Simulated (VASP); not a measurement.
# ZnCu (Pm-3m) in VASP: relaxation of cell and atoms with PBEsol

Aim: the relaxation of cell and atoms of ZnCu with PBEsol.

Everything below comes from runs of VASP 6.6.1. Logs are shortened: lines on timing, memory, paths and dates and some standing lists are left out, and cuts for length are marked.

## 1. The cell of the first run

Symmetry: Pm-3m, No. 221, cubic system. The conventional cell has a = 2.945 Å, b = 2.945 Å, c = 2.945 Å, α = 90.00°, β = 90.00°, γ = 90.00°. Within 3.4 Å of Zn (site symmetry m-3m) lie 8 Cu at 2.55 Å and 6 Zn at 2.94 Å. Cu (site symmetry m-3m) has 8 Zn at 2.55 Å and 6 Cu at 2.94 Å within 3.4 Å.

## 2. Relaxation of cell and atoms, PBEsol, target pressure 30 GPa, at which the enthalpy is minimised

The input, INCAR:

```
PREC = Accurate
ENCUT = 600
EDIFF = 1E-7
ISMEAR = -1
SIGMA = 0.05
LREAL = F
LASPH = T
NELM = 100
ALGO = Normal
ISIF = 3
LWAVE = F
LCHARG = F
GGA = PS
IBRION = 2
NSW = 80
EDIFFG = -0.02
PSTRESS = 300.0
```

The input, KPOINTS:

```
regular mesh
0
Gamma
  9 9 9
```

The input, POSCAR:

```
ZnCu
1.0
    2.9450000000      0.0000000000      0.0000000000
    0.0000000000      2.9450000000      0.0000000000
    0.0000000000      0.0000000000      2.9450000000
Zn Cu
1 1
Direct
    0.5000000000      0.5000000000      0.5000000000
    0.0000000000      0.0000000000      0.0000000000
```

Potentials or basis: VASP PAW PBE potentials, release 64 (Zn, Cu).

Launch:

```
$ cat potpaw_PBE.64/Zn/POTCAR potpaw_PBE.64/Cu/POTCAR > POTCAR
$ mpirun -np 1 vasp_std > vasp.out
```

OUTCAR:

```text
PREC = Accurate
   ENCUT = 600
   EDIFF = 1E-7
   ISMEAR = -1
   LREAL = F
   LASPH = T
   NELM = 100
   ISIF = 3
   GGA = PS
   IBRION = 2
   NSW = 80
   EDIFFG = -0.02
   PSTRESS = 300.0

 ion  position               nearest neighbor table
   1  0.500  0.500  0.500-   2 2.55   2 2.55   2 2.55   2 2.55   2 2.55   2 2.55   2 2.55   2 2.55

   2  0.000  0.000  0.000-   1 2.55   1 2.55   1 2.55   1 2.55   1 2.55   1 2.55   1 2.55   1 2.55

  LATTYP: Found a simple cubic cell.
 ALAT       =     2.9450000000

  Lattice vectors:

 A1 = (   2.9450000000,   0.0000000000,   0.0000000000)
 A2 = (   0.0000000000,   2.9450000000,   0.0000000000)
 A3 = (   0.0000000000,   0.0000000000,   2.9450000000)

Analysis of symmetry for initial positions (statically):
=====================================================================
 Subroutine PRICEL returns:
 Original cell was already a primitive cell.

 Routine SETGRP: Setting up the symmetry group for a
 simple cubic supercell.

 Subroutine GETGRP returns: Found 48 space group operations
 (whereof 48 operations were pure point group operations)
 out of a pool of 48 trial point group operations.

The static configuration has the point symmetry O_h .

Analysis of symmetry for dynamics (positions and initial velocities):
=====================================================================
 Subroutine PRICEL returns:
 Original cell was already a primitive cell.

 Routine SETGRP: Setting up the symmetry group for a
 simple cubic supercell.

 Subroutine GETGRP returns: Found 48 space group operations
 (whereof 48 operations were pure point group operations)
 out of a pool of 48 trial point group operations.

The dynamic configuration has the point symmetry O_h .

 Subroutine INISYM returns: Found 48 space group operations
 (whereof 48 operations are pure point group operations),
 and found     1 'primitive' translations

----------------------------------------------------------------------------------------

                                     Primitive cell

  volume of cell :      25.5421

  direct lattice vectors                    reciprocal lattice vectors
     2.945000000  0.000000000  0.000000000     0.339558574  0.000000000  0.000000000
     0.000000000  2.945000000  0.000000000     0.000000000  0.339558574  0.000000000
     0.000000000  0.000000000  2.945000000     0.000000000  0.000000000  0.339558574

  length of vectors
     2.945000000  2.945000000  2.945000000     0.339558574  0.339558574  0.339558574

  position of ions in fractional coordinates (direct lattice)
     0.500000000  0.500000000  0.500000000
     0.000000000  0.000000000  0.000000000

  ion indices of the primitive-cell ions
   primitive index   ion index
                 1           1
                 2           2

----------------------------------------------------------------------------------------

 KPOINTS: regular mesh

Automatic generation of k-mesh.
 Grid dimensions read from file:
 generate k-points for:    9    9    9

 Generating k-lattice:

  Cartesian coordinates                     Fractional coordinates (reciprocal lattice)
     0.037728730  0.000000000  0.000000000     0.111111111  0.000000000  0.000000000
     0.000000000  0.037728730  0.000000000     0.000000000  0.111111111  0.000000000
     0.000000000  0.000000000  0.037728730     0.000000000  0.000000000  0.111111111

  Length of vectors
     0.037728730  0.037728730  0.037728730

  Shift w.r.t. Gamma in fractional coordinates (k-lattice)
     0.000000000  0.000000000  0.000000000

 Subroutine IBZKPT returns following result:
 ===========================================

 Found     35 irreducible k-points:

 Following reciprocal coordinates:
            Coordinates               Weight
  0.000000  0.000000  0.000000      1.000000
  0.111111  0.000000  0.000000      6.000000
  0.222222  0.000000  0.000000      6.000000
  0.333333  0.000000  0.000000      6.000000
  0.444444  0.000000  0.000000      6.000000
  0.111111  0.111111  0.000000     12.000000
[... 16 lines left out ...]
  0.333333  0.333333  0.111111     24.000000
  0.444444  0.333333  0.111111     48.000000
 [... further k-points ...]
   k-points           NKPTS =     35   k-points in BZ     NKDIM =     35   number of bands    NBANDS=     15
   number of dos      NEDOS =    301   number of ions     NIONS =      2
   total plane-waves  NPLWV =  13824
   dimension x,y,z NGX =    24 NGY =   24 NGZ =   24
   dimension x,y,z NGXF=    48 NGYF=   48 NGZF=   48
   ions per type =               1   1
   NGX,Y,Z   is equivalent  to a cutoff of  13.55, 13.55, 13.55 a.u.
   NGXF,Y,Z  is equivalent  to a cutoff of  27.10, 27.10, 27.10 a.u.
 SYSTEM =  unknown system
   PREC   = accura    normal or accurate (medium, high low for compatibility)
   ISTART =      0    job   : 0-new  1-cont  2-samecut
   ICHARG =      2    charge: 1-file 2-atom 10-const
   ISPIN  =      1    spin polarized calculation?
   LNONCOLLINEAR =      F non collinear calculations
   LSORBIT =      F    spin-orbit coupling
   LASPH  =      T    aspherical Exc in radial PAW
   ENCUT  =  600.0 eV  44.10 Ry    6.64 a.u.   5.88  5.88  5.88*2*pi/ulx,y,z
   NELM   =    100;   NELMIN=  2; NELMDL= -5     # of ELM steps
   EDIFF  = 0.1E-06   stopping-criterion for ELM
   LREAL  =      F    real-space projection
   EDIFFG = -.2E-01   stopping-criterion for IOM
   NSW    =     80    number of steps for IOM
   IBRION =      2    ionic relax: 0-MD 1-quasi-New 2-CG
   NFREE  =      1    steps in history (QN), initial steepest desc. (CG)
   ISIF   =      3    stress and relaxation
   ISYM   =      2    0-nonsym 1-usesym 2-fastsym
   POTIM  = 0.5000    time-step for ionic-motion
   TEBEG  =    0.0;   TEEND  =   0.0 temperature during run
   PSTRESS=  300.0 pullay stress
   NELECT =      23.0000    total number of electrons
   NUPDOWN=      -1.0000    fix difference up-down
   EMIN   =  10.00;   EMAX   =-10.00  energy-range for DOS
   EFERMI =   0.00;   METHOD = LEGACY
   ISMEAR =    -1;   SIGMA  =   0.05  broadening in eV -4-tet -1-fermi 0-gaus
   EFERMI_NEDOS =   21; number of points for ismear=-14 and -15
   IALGO  =     38    algorithm
   IMIX   =      4    mixing-type and parameters
     AMIX     =   0.40;   BMIX     =  1.00
     AMIX_MAG =   1.60;   BMIX_MAG =  1.00
  volume/ion in A,a.u.               =      12.77        86.18
  Fermi-wavevector in a.u.,A,eV,Ry     =   1.580880  2.987429 34.003415  2.499180
  Thomas-Fermi vector in A             =   2.681040
   LORBIT       =      0    0 simple, 1 ext, 2 COOP (PROOUT), +10 PAW based schemes
   GGA     = PS    functional components
   LHFCALC =     F    Hartree Fock is set to
   AEXX    =    0.0000 exact exchange contribution
   IVDW    =     0    specifies the selected vdW correction
   LEPSILON=     F    determine dielectric tensor
   LRPA    =     F    only Hartree local field effects (RPA)
 conjugate gradient relaxation of ions
 non-spin polarized calculation
  energy-cutoff  :      600.00
  volume of cell :       25.54
 maximum number of plane-waves:       870
 NGX is ok and might be reduce to    24
   NGX = 11   NGY = 11   NGZ = 11

--------------------------------------- Ionic step        1  -------------------------------------------

 number of electron      23.0000000 magnetization

 Free energy of the ion-electron system (eV)
  ---------------------------------------------------
  ext. energy  EPLUGINS =         0.00000000
  ---------------------------------------------------
  free energy    TOTEN  =        -6.07300982 eV

  energy without entropy =       -6.06876975  energy(sigma->0) =       -6.07088979

------------------------ aborting loop because EDIFF is reached ----------------------------------------

  FORCE on cell =-STRESS in cart. coord.  units (eV):
  Direction    XX          YY          ZZ          XY          YZ          ZX
  --------------------------------------------------------------------------------------
  -------------------------------------------------------------------------------------
  Total       -0.6036492     -0.6036492     -0.6036492     -0.0000000      0.0000000     -0.0000000
  in kB      -37.8651184    -37.8651184    -37.8651184     -0.0000000      0.0000000     -0.0000000
  external PRESSURE =    -337.8651184 kB  Pullay stress =     300.0000000 kB

 VOLUME and BASIS-vectors are now :
 -----------------------------------------------------------------------------
  energy-cutoff  :      600.00
  volume of cell :       25.54
      direct lattice vectors                 reciprocal lattice vectors
     2.945000000  0.000000000  0.000000000     0.339558574  0.000000000  0.000000000
     0.000000000  2.945000000  0.000000000     0.000000000  0.339558574  0.000000000
     0.000000000  0.000000000  2.945000000     0.000000000  0.000000000  0.339558574
[... 8 lines left out ...]
  FREE ENERGIE OF THE ION-ELECTRON SYSTEM (eV)
  ---------------------------------------------------
  free  energy   TOTEN  =        -6.0730098196 eV

  energy  without entropy=       -6.0687697520  energy(sigma->0) =       -6.07088979

  enthalpy is  TOTEN    =        -1.2903821766 eV   P V=        4.7826276430

--------------------------------------- Ionic step        2  -------------------------------------------

 number of electron      22.9999985 magnetization

 E-fermi :  10.5502     XC(G=0): -15.1269

 val. band max:       10.5483812646   @ k =   0.4444   0.4444   0.2222
 cond. band min:      10.7597119840   @ k =   0.3333   0.3333   0.1111
 fundamental gap:      0.2113307194
 Fermi energy:        10.5502009517

 k-point     1 :       0.0000    0.0000    0.0000
  band No.  band energies     occupation
      1      -3.8246      2.00000
      2       0.2429      2.00000
      3       0.2429      2.00000
      4       2.0483      2.00000
      5       2.0483      2.00000
      6       2.0483      2.00000
      7       5.4052      2.00000
      8       5.4052      2.00000
      9       6.8130      2.00000
     10       6.8130      2.00000
     11       6.8130      2.00000
     12      18.3121      0.00000
     13      18.3121      0.00000
     14      18.3121      0.00000
     15      24.7898      0.00000
[... 519 lines left out ...]
  FREE ENERGIE OF THE ION-ELECTRON SYSTEM (eV)
  ---------------------------------------------------
  free  energy   TOTEN  =        -5.8116378326 eV

  energy  without entropy=       -5.8074972342  energy(sigma->0) =       -5.80956753

  enthalpy is  TOTEN    =        -1.8189927139 eV   P V=        3.9926451186

--------------------------------------- Ionic step        5  -------------------------------------------

 number of electron      23.0000020 magnetization

 Free energy of the ion-electron system (eV)
  ---------------------------------------------------
  ext. energy  EPLUGINS =         0.00000000
  ---------------------------------------------------
  free energy    TOTEN  =        -5.79692841 eV

  energy without entropy =       -5.79276924  energy(sigma->0) =       -5.79484882

 E-fermi :   7.3702     XC(G=0): -13.6429

 val. band max:        7.3061217379   @ k =   0.3333   0.2222   0.0000
 cond. band min:       7.4293853205   @ k =   0.4444   0.4444   0.2222
 fundamental gap:      0.1232635826
 Fermi energy:         7.3701529970

 k-point     1 :       0.0000    0.0000    0.0000
  band No.  band energies     occupation
      1      -4.6083      2.00000
      2      -1.2971      2.00000
      3      -1.2971      2.00000
      4      -0.2235      2.00000
      5      -0.2235      2.00000
      6      -0.2235      2.00000
      7       3.1639      2.00000
      8       3.1639      2.00000
      9       4.2312      2.00000
     10       4.2312      2.00000
     11       4.2312      2.00000
     12      14.1968      0.00000
     13      14.1968      0.00000
     14      14.1968      0.00000
     15      19.8205      0.00000
[... 436 lines left out ...]
 POSITION                                       TOTAL-FORCE (eV/Angst)
 -----------------------------------------------------------------------------------
      1.38478      1.38478      1.38478        -0.000000      0.000000      0.000000
      0.00000      0.00000      0.00000         0.000000     -0.000000      0.000000
 -----------------------------------------------------------------------------------
    total drift:                                0.000000      0.000000     -0.000000

  FREE ENERGIE OF THE ION-ELECTRON SYSTEM (eV)
  ---------------------------------------------------
  free  energy   TOTEN  =        -5.7969284062 eV

  energy  without entropy=       -5.7927692417  energy(sigma->0) =       -5.79484882

  enthalpy is  TOTEN    =        -1.8191238194 eV   P V=        3.9778045868

 reached required accuracy - stopping structural energy minimisation
```

Wall time 40 s (1 thread of Intel Xeon Platinum 8488C (Sapphire Rapids), shared host); peak memory 0.15 GiB.

Results:

```
Free energy                                            : -5.7969 eV
Relaxed volume                                         : 10.62 Å³/atom
Relaxed cell                                           : a = 2.770 Å, b = 2.770 Å, c = 2.770 Å, α = 90.00°, β = 90.00°, γ = 90.00°
Space group after relaxing (to 0.05 Å)                 : Pm-3m (No. 221)
Energy change on relaxing (the enthalpy is what falls) : +138.0 meV/atom
Ionic steps                                            : 5
Pressure after relaxing                                : 30.3 GPa
```

Step by step:
```
step  energy change (eV)  largest force (eV/Å)  pressure (GPa)  volume (Å³)
   1              0.0000                0.0000           -3.79        25.54
   2              2.2902                0.0000          135.77        16.82
   3              0.2328                0.0000           27.25        21.49
   4              0.2614                0.0000           29.24        21.32
   5              0.2761                0.0000           30.26        21.24
```

Final structure:
```
Zn Cu
1.0
     2.76956    0.00000    0.00000
     0.00000    2.76956    0.00000
     0.00000    0.00000    2.76956
Zn Cu
1 1
Direct
  0.50000 0.50000 0.50000
  0.00000 0.00000 0.00000
```

Levels at points of the mesh, in eV from the Fermi level:
| k point | band 7 | band 8 | band 9 | band 10 | band 11 | band 12 | band 13 | band 14 | band 15 |
| --- | --- | --- | --- | --- | --- | --- | --- | --- | --- |
| (0.00, 0.00, 0.00) | -4.21 | -4.21 | -3.14 | -3.14 | -3.14 | 6.83 | 6.83 | 6.83 | 12.45 |

Caveat: the cell is relaxed towards a set pressure, so the enthalpy falls and the energy may rise; the volume moved by over 15 % at a fixed basis, so the end points are rough; the PAW data sets were made with another functional, which shifts forces and pressure a little.
